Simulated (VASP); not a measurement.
# LiC18 in VASP: single point with PBE

Aim: the single point of LiC18 with PBE.

Everything below comes from runs of VASP 6.6.1. Logs are shortened: lines on timing, memory, paths and dates and some standing lists are left out, and cuts for length are marked.

## 1. The cell of the first run

The cell holds a slab with vacuum, 19 atoms: a = 7.398 Å, b = 7.398 Å, c = 11.000 Å, α = 90.00°, β = 90.00°, γ = 120.00°.

## 2. Single point, PBE, collinear spin, zero start

File INCAR:

```
SYSTEM = LiC18
PREC     = Accurate       ! precision mode
ENCUT    = 520            ! plane-wave cutoff, eV
EDIFF    = 1E-6           ! SCF threshold, eV
ISMEAR   = -1             ! smearing method
SIGMA    = 0.05           ! smearing width, eV
LREAL    = Auto         
LASPH    = .TRUE.         ! aspherical terms in the spheres
NELM     = 150            ! most SCF steps
ALGO     = Normal         ! electronic algorithm
ISIF     = 2              ! what is computed and relaxed
LWAVE    = .FALSE.        ! write WAVECAR
LCHARG   = .TRUE.         ! write CHGCAR
ISPIN    = 2              ! spin polarisation
MAGMOM   = 0 0 0 0 0 0 0 0 0 0 0 0 0 0 0 0 0 0 0 ! initial moments
LORBIT   = 11             ! projections on sites
GGA      = PE             ! functional
LELF     = .TRUE.         ! ELF
LVHAR    = .TRUE.       
NBANDS   = 56             ! bands
```

File KPOINTS:

```
regular mesh
0
G
  2 2 1
  0 0 0
```

File POSCAR:

```
LiC18
1.0
    7.3980000000      0.0000000000      0.0000000000
   -3.6990000000      6.4068560000      0.0000000000
    0.0000000000      0.0000000000     11.0000000000
C Li
18 1
Direct
   -0.0041648683     -0.0078428483      0.0929512727
    0.2180425366      0.1032578226      0.0929560000
   -0.0047074213      0.3243948358      0.0919179091
    0.2186176591      0.4360525662      0.0919627273
   -0.0047131888      0.6593811380      0.0920362727
    0.2186196886      0.7710493259      0.0920685455
    0.3296651690     -0.0068589024      0.0930810909
    0.5514049946      0.1032587591      0.0929552727
    0.3296515465      0.3249954424      0.0930223636
    0.5513886577      0.4365869937      0.0929570909
    0.3302844352      0.6593809819      0.0920403636
    0.5523766193      0.7704182832      0.0930715455
    0.6625111099     -0.0078420679      0.0929510000
    0.8842448255      0.1023004107      0.0929704545
    0.6615344517      0.3249959106      0.0930178182
    0.8836255771      0.4360527223      0.0919577273
    0.6624930593      0.6587966079      0.0929640909
    0.8842313460      0.7704178149      0.0930696364
    0.1067391172      0.5473119733      0.2438674545
```

Potentials or basis: VASP PAW PBE potentials, release 64 (C, Li_sv).

On the command line:

```console
cat potpaw_PBE.64/C/POTCAR potpaw_PBE.64/Li_sv/POTCAR > POTCAR
mpirun -np 1 vasp_std > vasp.out
```

OUTCAR:

```text
SYSTEM = LiC18
   PREC = Accurate
   ENCUT = 520
   EDIFF = 1E-6
   ISMEAR = -1
   LREAL = Auto
   LASPH = .TRUE.
   NELM = 150
   ISIF = 2
   ISPIN = 2
   LORBIT = 11
   GGA = PE

 ion  position               nearest neighbor table
   1  0.996  0.992  0.093-  14 1.42  18 1.42   2 1.42
   2  0.218  0.103  0.093-   9 1.42   7 1.42   1 1.42
   3  0.995  0.324  0.092-  14 1.42  16 1.43   4 1.43  19 2.20
   4  0.219  0.436  0.092-   9 1.42   3 1.43  11 1.43  19 2.20
   5  0.995  0.659  0.092-  18 1.42  16 1.43   6 1.43  19 2.20
   6  0.219  0.771  0.092-   7 1.42   5 1.43  11 1.43  19 2.20
   7  0.330  0.993  0.093-   2 1.42   8 1.42   6 1.42
   8  0.551  0.103  0.093-  15 1.42   7 1.42  13 1.42
   9  0.330  0.325  0.093-  10 1.42   2 1.42   4 1.42
  10  0.551  0.437  0.093-  15 1.42   9 1.42  17 1.42
  11  0.330  0.659  0.092-  12 1.42   4 1.43   6 1.43  19 2.20
  12  0.552  0.770  0.093-  17 1.42  13 1.42  11 1.42
  13  0.663  0.992  0.093-  14 1.42  12 1.42   8 1.42
  14  0.884  0.102  0.093-   1 1.42  13 1.42   3 1.42
  15  0.662  0.325  0.093-  10 1.42   8 1.42  16 1.42
  16  0.884  0.436  0.092-  15 1.42   3 1.43   5 1.43  19 2.20
  17  0.662  0.659  0.093-  12 1.42  18 1.42  10 1.42
  18  0.884  0.770  0.093-  17 1.42   1 1.42   5 1.42
  19  0.107  0.547  0.244-   3 2.20  16 2.20   4 2.20   5 2.20  11 2.20   6 2.20

  LATTYP: Found a hexagonal cell.
 ALAT       =     7.3980000000
 C/A-ratio  =     1.4868883482

  Lattice vectors:

 A1 = (   7.3980000000,   0.0000000000,   0.0000000000)
 A2 = (  -3.6990000000,   6.4068560000,   0.0000000000)
 A3 = (   0.0000000000,   0.0000000000,  11.0000000000)

Analysis of symmetry for initial positions (statically):
=====================================================================
 Subroutine PRICEL returns:
 Original cell was already a primitive cell.

 Routine SETGRP: Setting up the symmetry group for a
 hexagonal supercell.

 Subroutine GETGRP returns: Found  1 space group operations
 (whereof  1 operations were pure point group operations)
 out of a pool of 24 trial point group operations.

The static configuration has the point symmetry C_1 .

Analysis of symmetry for dynamics (positions and initial velocities):
=====================================================================
 Subroutine PRICEL returns:
 Original cell was already a primitive cell.

 Routine SETGRP: Setting up the symmetry group for a
 hexagonal supercell.

 Subroutine GETGRP returns: Found  1 space group operations
 (whereof  1 operations were pure point group operations)
[... 173 lines left out ...]
  ext. energy  EPLUGINS =         0.00000000
  ---------------------------------------------------
  free energy    TOTEN  =      -167.75063041 eV

  energy without entropy =     -167.75063013  energy(sigma->0) =     -167.75063027

 E-fermi :   0.0897     XC(G=0):  -4.0169

 val. band max:       -0.6963722043   @ k =   0.0000   0.0000   0.0000
 cond. band min:       0.8997410314   @ k =   0.5000   0.5000   0.0000
 fundamental gap:      1.5961132357
 Fermi energy:         0.0896689339

 spin component 1

 k-point     1 :       0.0000    0.0000    0.0000
  band No.  band energies     occupation
      1     -48.9162      1.00000
      2     -20.1664      1.00000
      3     -17.7457      1.00000
      4     -17.6316      1.00000
      5     -17.6316      1.00000
      6     -17.4549      1.00000
[... 197 lines left out ...]
     48       4.2244      0.00000
     49       4.6424      0.00000
 Fermi energy:         0.0896689339

 spin component 2

 k-point     1 :       0.0000    0.0000    0.0000
  band No.  band energies     occupation
      1     -48.9162      1.00000
      2     -20.1664      1.00000
      3     -17.7457      1.00000
      4     -17.6316      1.00000
      5     -17.6316      1.00000
      6     -17.4549      1.00000
[... 197 lines left out ...]
     48       4.2244      0.00000
     49       4.6428      0.00000
 [bands above 49 left out]

------------------------ aborting loop because EDIFF is reached ----------------------------------------

  FORCE on cell =-STRESS in cart. coord.  units (eV):
  Direction    XX          YY          ZZ          XY          YZ          ZX
  --------------------------------------------------------------------------------------
  -------------------------------------------------------------------------------------
  Total        5.7764217      5.7891679     -0.2141173     -0.0116831      0.0027980      0.0035902
  in kB       17.7507823     17.7899509     -0.6579765     -0.0359019      0.0085981      0.0110325
  external PRESSURE =      11.6275856 kB  Pullay stress =       0.0000000 kB

 VOLUME and BASIS-vectors are now :
 -----------------------------------------------------------------------------
  energy-cutoff  :      520.00
  volume of cell :      521.38
      direct lattice vectors                 reciprocal lattice vectors
     7.398000000  0.000000000  0.000000000     0.135171668  0.078041398  0.000000000
    -3.699000000  6.406856000  0.000000000     0.000000000  0.156082796  0.000000000
     0.000000000  0.000000000 11.000000000     0.000000000  0.000000000  0.090909091

 POSITION                                       TOTAL-FORCE (eV/Angst)
 -----------------------------------------------------------------------------------
      3.69720      6.35661      1.02246         0.004918      0.005436     -0.001829
      1.23113      0.66156      1.02252        -0.001278      0.002797      0.000200
      6.16324      2.07835      1.01110         0.005072     -0.005002      0.000465
      0.00437      2.79373      1.01159         0.000422     -0.005302      0.002767
      4.92408      4.22456      1.01240        -0.002013     -0.002305     -0.001086
     -1.23476      4.94000      1.01275         0.001772     -0.001779     -0.002676
[... 11 lines left out ...]
      3.69177      4.93596      1.02377        -0.005466     -0.003010     -0.003643
     -1.23485      3.50655      2.68254         0.000035      0.002214      0.010721
 -----------------------------------------------------------------------------------
    total drift:                               -0.003548      0.007638     -0.034161

  FREE ENERGIE OF THE ION-ELECTRON SYSTEM (eV)
  ---------------------------------------------------
  free  energy   TOTEN  =      -167.7506304082 eV

  energy  without entropy=     -167.7506301344  energy(sigma->0) =     -167.75063027

 total charge

# of ion       s       p       d       tot
------------------------------------------
    1        0.861   1.797   0.000   2.658
    2        0.861   1.797   0.000   2.658
    3        0.858   1.799   0.000   2.657
    4        0.858   1.799   0.000   2.657
    5        0.858   1.799   0.000   2.657
    6        0.858   1.799   0.000   2.657
[... 11 lines left out ...]
   18        0.861   1.800   0.000   2.660
   19        2.009   0.056   0.000   2.065
--------------------------------------------------
tot         17.489  32.425   0.000  49.914

 magnetization (x)

# of ion       s       p       d       tot
------------------------------------------
    1       -0.000  -0.000   0.000  -0.000
    2       -0.000  -0.000   0.000  -0.000
    3       -0.000  -0.000   0.000  -0.000
    4       -0.000  -0.000   0.000  -0.000
    5       -0.000  -0.000   0.000  -0.000
    6       -0.000  -0.000   0.000  -0.000
[... 11 lines left out ...]
   18        0.000   0.000   0.000   0.000
   19        0.000   0.000   0.000   0.000
--------------------------------------------------
tot          0.000   0.000   0.000   0.000
```

Wall time 5.5 min (1 thread of Intel Xeon 6975P-C (Granite Rapids), shared host); peak memory 0.78 GiB.

What came out:

| Property | Result |
| --- | --- |
| Free energy | -167.7506 eV |
| Largest force | 0.011 eV/Å |
| Net moment | 0.00 μB per cell |
| Valence electrons inside the program's atomic spheres | C 2.66; Li 2.06 |

Forces on the atoms (eV/Å):
```
C    0.005  0.005 -0.002
C   -0.001  0.003  0.000
C    0.005 -0.005  0.000
C    0.000 -0.005  0.003
C   -0.002 -0.002 -0.001
C    0.002 -0.002 -0.003
C    0.005 -0.001 -0.002
C    0.002 -0.005  0.001
C   -0.005 -0.003  0.000
C    0.003  0.006 -0.005
C    0.000  0.004  0.000
C   -0.003  0.002 -0.001
C   -0.006 -0.001 -0.007
C    0.005  0.005  0.004
C   -0.002  0.000  0.001
C   -0.004  0.002  0.002
C    0.002 -0.002  0.003
C   -0.005 -0.003 -0.004
Li   0.000  0.002  0.011
```

Caveat: the k points lie up to 0.49 Å⁻¹ apart; the cutoff is under 1.25 times the usual one of these potentials, so pressure, stress and relaxed cells hold a basis-set (Pulay) error.
